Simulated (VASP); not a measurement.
# AgCl in VASP: further runs, part 2 of 3

VASP 6.6.1. The steps go on from the part before.

## (3) Electric field gradients, PBEsol (equal xy, yz and zx shear strains of -3 %)

File INCAR:

```
SYSTEM = AgCl
  PREC = Accurate
  ENCUT = 520
  EDIFF = 1E-8
  ISMEAR = -1
  SIGMA = 0.01
  LREAL = .False.
  LASPH = .True.
  NELM = 80
  ALGO = Normal
  ISIF = 2
  LWAVE = .False.
  LCHARG = .False.
  GGA = PS
  LEFG = .True.
  NBANDS = 16
```

File KPOINTS:

```
Automatic mesh
0
Gamma
  9 9 9
  0 0 0
```

File POSCAR:

```
AgCl
1.0
    3.4339730000     -0.0515095950     -0.0515095950
   -0.0515095950      3.4339730000     -0.0515095950
   -0.0515095950     -0.0515095950      3.4339730000
Ag Cl
1 1
Direct
    0.0000000000      0.0000000000      0.0000000000
    0.5000000000      0.5000000000      0.5000000000
```

Potentials or basis: VASP PAW PBE potentials, release 64 (Ag, Cl).

Started as:

```
$ cat potpaw_PBE.64/Ag/POTCAR potpaw_PBE.64/Cl/POTCAR > POTCAR
$ mpirun -np 1 vasp_std > vasp.out
```

OUTCAR:

```text
SYSTEM = AgCl
   PREC = Accurate
   ENCUT = 520
   EDIFF = 1E-8
   ISMEAR = -1
   LREAL = .False.
   LASPH = .True.
   NELM = 80
   ISIF = 2
   GGA = PS

 ion  position               nearest neighbor table
   1  0.000  0.000  0.000-   2 2.88   2 2.88   2 3.00   2 3.00   2 3.00   2 3.00   2 3.00   2 3.00

   2  0.500  0.500  0.500-   1 2.88   1 2.88   1 3.00   1 3.00   1 3.00   1 3.00   1 3.00   1 3.00

  LATTYP: Found a trigonal (rhomboedric) cell.
 ALAT       =     3.4347455570
 COS(alpha) =    -0.0297616073

  Lattice vectors:

 A1 = (   3.4339730000,  -0.0515095950,  -0.0515095950)
 A2 = (  -0.0515095950,   3.4339730000,  -0.0515095950)
 A3 = (  -0.0515095950,  -0.0515095950,   3.4339730000)

Analysis of symmetry for initial positions (statically):
=====================================================================
 Subroutine PRICEL returns:
 Original cell was already a primitive cell.
[... 647 lines left out ...]
  energy-cutoff  :      520.00
  volume of cell :       40.47
      direct lattice vectors                 reciprocal lattice vectors
     3.433973000 -0.051509595 -0.051509595     0.291340981  0.004436665  0.004436665
    -0.051509595  3.433973000 -0.051509595     0.004436665  0.291340981  0.004436665
    -0.051509595 -0.051509595  3.433973000     0.004436665  0.004436665  0.291340981

 POSITION                                       TOTAL-FORCE (eV/Angst)
 -----------------------------------------------------------------------------------
      0.00000      0.00000      0.00000        -0.000000     -0.000000      0.000000
      1.66548      1.66548      1.66548         0.000000      0.000000      0.000000
 -----------------------------------------------------------------------------------
    total drift:                               -0.000000      0.000000      0.000000

  FREE ENERGIE OF THE ION-ELECTRON SYSTEM (eV)
  ---------------------------------------------------
  free  energy   TOTEN  =        -5.7708508373 eV

  energy  without entropy=       -5.7708508373  energy(sigma->0) =       -5.77085084

 Electric field gradients (V/A^2)
---------------------------------------------------------------------
 ion       V_xx      V_yy      V_zz      V_xy      V_xz      V_yz
---------------------------------------------------------------------
   1       0.000    -0.000    -0.000    -6.910    -6.910    -6.910
   2       0.000     0.000    -0.000    11.081    11.081    11.081
---------------------------------------------------------------------

 Electric field gradients after diagonalization (V/A^2)
 (convention: |V_zz| > |V_xx| > |V_yy|)
----------------------------------------------------------------------
 ion       V_xx      V_yy      V_zz     asymmetry (V_yy - V_xx)/ V_zz
----------------------------------------------------------------------
   1       6.910     6.910   -13.821       0.000
   2     -11.081   -11.081    22.162       0.000
----------------------------------------------------------------------

           NMR quadrupolar parameters

 Cq : quadrupolar parameter    Cq=e*Q*V_zz/h
 eta: asymmetry parameters     (V_yy - V_xx)/ V_zz
 Q  : nuclear electric quadrupole moment in mb (millibarn)
----------------------------------------------------------------------
 ion       Cq(MHz)       eta       Q (mb)
----------------------------------------------------------------------
   1      -0.033       0.000       1.000
   2       0.054       0.000       1.000
----------------------------------------------------------------------
```

OSZICAR:

```text
N       E                     dE             d eps       ncg     rms          rms(c)
DAV:   1     0.999650081456E+02    0.99965E+02   -0.86505E+03  2744   0.102E+03
DAV:   2    -0.241160849378E+01   -0.10238E+03   -0.93952E+02  3432   0.224E+02
DAV:   3    -0.602440759658E+01   -0.36128E+01   -0.36047E+01  3288   0.443E+01
DAV:   4    -0.604807918922E+01   -0.23672E-01   -0.23670E-01  3496   0.388E+00
DAV:   5    -0.604836157822E+01   -0.28239E-03   -0.28239E-03  3368   0.413E-01    0.579E+00
DAV:   6    -0.578128430357E+01    0.26708E+00   -0.42460E-01  3384   0.927E+00    0.387E+00
DAV:   7    -0.577512849903E+01    0.61558E-02   -0.10148E-01  2904   0.209E+00    0.203E+00
DAV:   8    -0.577112399357E+01    0.40045E-02   -0.71150E-03  3440   0.825E-01    0.359E-01
DAV:   9    -0.577082192557E+01    0.30207E-03   -0.58656E-04  3568   0.392E-01    0.785E-02
DAV:  10    -0.577084938015E+01   -0.27455E-04   -0.99354E-05  3088   0.977E-02    0.328E-02
DAV:  11    -0.577085087941E+01   -0.14993E-05   -0.13470E-06  3608   0.974E-03    0.205E-03
DAV:  12    -0.577085082863E+01    0.50788E-07   -0.12474E-07  3368   0.327E-03    0.237E-03
DAV:  13    -0.577085083728E+01   -0.86566E-08   -0.33759E-08  3096   0.146E-03
   1 F= -.57708508E+01 E0= -.57708508E+01  d E =-.323560E-10
```

stdout:

```text
POSCAR found type information on POSCAR AgCl
 POSCAR found :  2 types and       2 ions
 scaLAPACK will be used
 -----------------------------------------------------------------------------
|                                                                             |
|                                                                             |
|     You enforced a specific xc type in the INCAR file but a different       |
|     I HOPE YOU KNOW WHAT YOU ARE DOING!                                     |
|                                                                             |
 -----------------------------------------------------------------------------

 LDA part: xc-table for (Slater+PW92), standard interpolation
 POSCAR, INCAR and KPOINTS ok, starting setup
 FFT: planning ... GRIDC
 FFT: planning ... GRID_SOFT
 FFT: planning ... GRID
 WAVECAR not read
 entering main loop
ion   1

ion   2
```

Wall time 51 s (1 thread of Intel Xeon Platinum 8175M at 2.50GHz (Skylake/Cascade Lake), shared host); peak memory 0.19 GiB.

Results:

```yaml
Free_energy: -5.7709 eV
Pressure: -4.6 GPa
Band_gap_on_the_k_mesh: 0.36 eV (least direct gap 1.89 eV)
Largest_electric_field_gradient_by_atom: Ag -13.8; Cl +22.2 V/Å²
```

Levels at points of the mesh, in eV from the valence-band top:
```csv
k point,band 6,band 7,band 8,band 9,band 10,band 11,band 12,band 13
"(0.00, 0.00, 0.00)",-1.85,-1.73,-1.52,-1.52,0.36,9.25,9.25,13.22
```

Electric field gradients, principal values (V/Å²):
```
atom    least   middle  greatest (by size)
1 Ag    6.910    6.910             -13.821
2 Cl  -11.081  -11.081              22.162
```

Caveat: the cell differs from its parent crystal (equal xy, yz and zx shear strains of -3 %); the cell stands under tension; without QUAD_EFG the Cq values of the log hold for a quadrupole moment of 1 mb, not for the nuclei; the PAW data sets were made with another functional, which shifts forces and pressure a little; an odd mesh through Γ misses points on the zone boundary, where band edges can lie.

## (4) Electric field gradients, PBEsol (equal xy, yz and zx shear strains of -1 %)

File INCAR:

```
SYSTEM = AgCl
PREC = Accurate
ENCUT = 520
EDIFF = 1E-8
ISMEAR = -1
SIGMA = 0.01
LREAL = .False.
LASPH = .True.
NELM = 100
ALGO = Normal
ISIF = 2
LWAVE = .False.
LCHARG = .False.
GGA = PS
LEFG = .True.
NBANDS = 16
```

File KPOINTS:

```
regular mesh
0
Gamma
  9 9 9
  0 0 0
```

File POSCAR:

```
AgCl
1.0
    3.4339730000     -0.0171698650     -0.0171698650
   -0.0171698650      3.4339730000     -0.0171698650
   -0.0171698650     -0.0171698650      3.4339730000
Ag Cl
1 1
Direct
    0.0000000000      0.0000000000      0.0000000000
    0.5000000000      0.5000000000      0.5000000000
```

Potentials or basis: VASP PAW PBE potentials, release 64 (Ag, Cl).

Started as:

```
$ cat potpaw_PBE.64/Ag/POTCAR potpaw_PBE.64/Cl/POTCAR > POTCAR
$ mpirun -np 1 vasp_std > vasp.out
```

OUTCAR:

```text
SYSTEM = AgCl
   PREC = Accurate
   ENCUT = 520
   EDIFF = 1E-8
   ISMEAR = -1
   LREAL = .False.
   LASPH = .True.
   NELM = 100
   ISIF = 2
   GGA = PS

 ion  position               nearest neighbor table
   1  0.000  0.000  0.000-   2 2.94   2 2.94   2 2.98   2 2.98   2 2.98   2 2.98   2 2.98   2 2.98

   2  0.500  0.500  0.500-   1 2.94   1 2.94   1 2.98   1 2.98   1 2.98   1 2.98   1 2.98   1 2.98

  LATTYP: Found a trigonal (rhomboedric) cell.
 ALAT       =     3.4340588483
 COS(alpha) =    -0.0099745013

  Lattice vectors:

 A1 = (   3.4339730000,  -0.0171698650,  -0.0171698650)
 A2 = (  -0.0171698650,   3.4339730000,  -0.0171698650)
 A3 = (  -0.0171698650,  -0.0171698650,   3.4339730000)

Analysis of symmetry for initial positions (statically):
=====================================================================
 Subroutine PRICEL returns:
 Original cell was already a primitive cell.
[... 647 lines left out ...]
  energy-cutoff  :      520.00
  volume of cell :       40.49
      direct lattice vectors                 reciprocal lattice vectors
     3.433973000 -0.017169865 -0.017169865     0.291222515  0.001463430  0.001463430
    -0.017169865  3.433973000 -0.017169865     0.001463430  0.291222515  0.001463430
    -0.017169865 -0.017169865  3.433973000     0.001463430  0.001463430  0.291222515

 POSITION                                       TOTAL-FORCE (eV/Angst)
 -----------------------------------------------------------------------------------
      0.00000      0.00000      0.00000        -0.000000     -0.000000      0.000000
      1.69982      1.69982      1.69982         0.000000      0.000000      0.000000
 -----------------------------------------------------------------------------------
    total drift:                               -0.000000      0.000000      0.000000

  FREE ENERGIE OF THE ION-ELECTRON SYSTEM (eV)
  ---------------------------------------------------
  free  energy   TOTEN  =        -5.7654194792 eV

  energy  without entropy=       -5.7654194792  energy(sigma->0) =       -5.76541948

 Electric field gradients (V/A^2)
---------------------------------------------------------------------
 ion       V_xx      V_yy      V_zz      V_xy      V_xz      V_yz
---------------------------------------------------------------------
   1       0.000    -0.000    -0.000    -2.191    -2.191    -2.191
   2       0.000     0.000    -0.000     3.560     3.560     3.560
---------------------------------------------------------------------

 Electric field gradients after diagonalization (V/A^2)
 (convention: |V_zz| > |V_xx| > |V_yy|)
----------------------------------------------------------------------
 ion       V_xx      V_yy      V_zz     asymmetry (V_yy - V_xx)/ V_zz
----------------------------------------------------------------------
   1       2.191     2.191    -4.382       0.000
   2      -3.560    -3.560     7.121       0.000
----------------------------------------------------------------------

           NMR quadrupolar parameters

 Cq : quadrupolar parameter    Cq=e*Q*V_zz/h
 eta: asymmetry parameters     (V_yy - V_xx)/ V_zz
 Q  : nuclear electric quadrupole moment in mb (millibarn)
----------------------------------------------------------------------
 ion       Cq(MHz)       eta       Q (mb)
----------------------------------------------------------------------
   1      -0.011       0.000       1.000
   2       0.017       0.000       1.000
----------------------------------------------------------------------
```

OSZICAR:

```text
N       E                     dE             d eps       ncg     rms          rms(c)
DAV:   1     0.985127828639E+02    0.98513E+02   -0.87016E+03  2768   0.102E+03
DAV:   2    -0.246349847580E+01   -0.10098E+03   -0.92682E+02  3464   0.222E+02
DAV:   3    -0.602013892572E+01   -0.35566E+01   -0.35488E+01  3232   0.437E+01
DAV:   4    -0.604313030186E+01   -0.22991E-01   -0.22990E-01  3576   0.383E+00
DAV:   5    -0.604340280138E+01   -0.27250E-03   -0.27250E-03  3344   0.406E-01    0.576E+00
DAV:   6    -0.577586159736E+01    0.26754E+00   -0.42254E-01  3320   0.925E+00    0.384E+00
DAV:   7    -0.576972560980E+01    0.61360E-02   -0.10166E-01  2944   0.209E+00    0.202E+00
DAV:   8    -0.576569717350E+01    0.40284E-02   -0.71521E-03  3368   0.825E-01    0.359E-01
DAV:   9    -0.576539037632E+01    0.30680E-03   -0.58916E-04  3560   0.393E-01    0.789E-02
DAV:  10    -0.576541808220E+01   -0.27706E-04   -0.10007E-04  3120   0.976E-02    0.330E-02
DAV:  11    -0.576541955929E+01   -0.14771E-05   -0.12822E-06  3592   0.944E-03    0.211E-03
DAV:  12    -0.576541949546E+01    0.63834E-07   -0.98055E-08  3352   0.305E-03    0.246E-03
DAV:  13    -0.576541950693E+01   -0.11478E-07   -0.33796E-08  3064   0.147E-03    0.664E-04
DAV:  14    -0.576541948253E+01    0.24405E-07   -0.24856E-09  1704   0.366E-04    0.242E-04
DAV:  15    -0.576541947921E+01    0.33242E-08   -0.48620E-10  1544   0.210E-04
   1 F= -.57654195E+01 E0= -.57654195E+01  d E =-.165936E-10
```

stdout:

```text
POSCAR found type information on POSCAR AgCl
 POSCAR found :  2 types and       2 ions
 scaLAPACK will be used
 -----------------------------------------------------------------------------
|                                                                             |
|                                                                             |
|     You enforced a specific xc type in the INCAR file but a different       |
|     I HOPE YOU KNOW WHAT YOU ARE DOING!                                     |
|                                                                             |
 -----------------------------------------------------------------------------

 LDA part: xc-table for (Slater+PW92), standard interpolation
 POSCAR, INCAR and KPOINTS ok, starting setup
 FFT: planning ... GRIDC
 FFT: planning ... GRID_SOFT
 FFT: planning ... GRID
 WAVECAR not read
 entering main loop
ion   1

ion   2
```

It took 63 s on 1 thread of Intel Xeon Platinum 8175M at 2.50GHz (Skylake/Cascade Lake), shared host; peak memory 0.19 GiB.

Results:

| Item | Value |
| --- | --- |
| Free energy | -5.7654 eV |
| Pressure | -4.7 GPa |
| Band gap on the k mesh | 0.41 eV (least direct gap 1.91 eV) |
| Largest electric field gradient by atom | Ag -4.4; Cl +7.1 V/Å² |

Levels at points of the mesh, in eV from the valence-band top:
```csv
k point,band 5,band 6,band 7,band 8,band 9,band 10,band 11,band 12,band 13,band 14
"(0.00, 0.00, 0.00)",-1.79,-1.79,-1.57,-1.50,-1.50,0.41,9.30,9.30,13.43,13.43
```

Electric field gradients, principal values (V/Å²):
| atom | least | middle | greatest (by size) |
| --- | --- | --- | --- |
| 1 Ag | 2.191 | 2.191 | -4.382 |
| 2 Cl | -3.560 | -3.560 | 7.121 |

Caveat: the cell differs from its parent crystal (equal xy, yz and zx shear strains of -1 %); the cell stands under tension; without QUAD_EFG the Cq values of the log hold for a quadrupole moment of 1 mb, not for the nuclei; the PAW data sets were made with another functional, which shifts forces and pressure a little; an odd mesh through Γ misses points on the zone boundary, where band edges can lie.

[end of part 2 of 3]
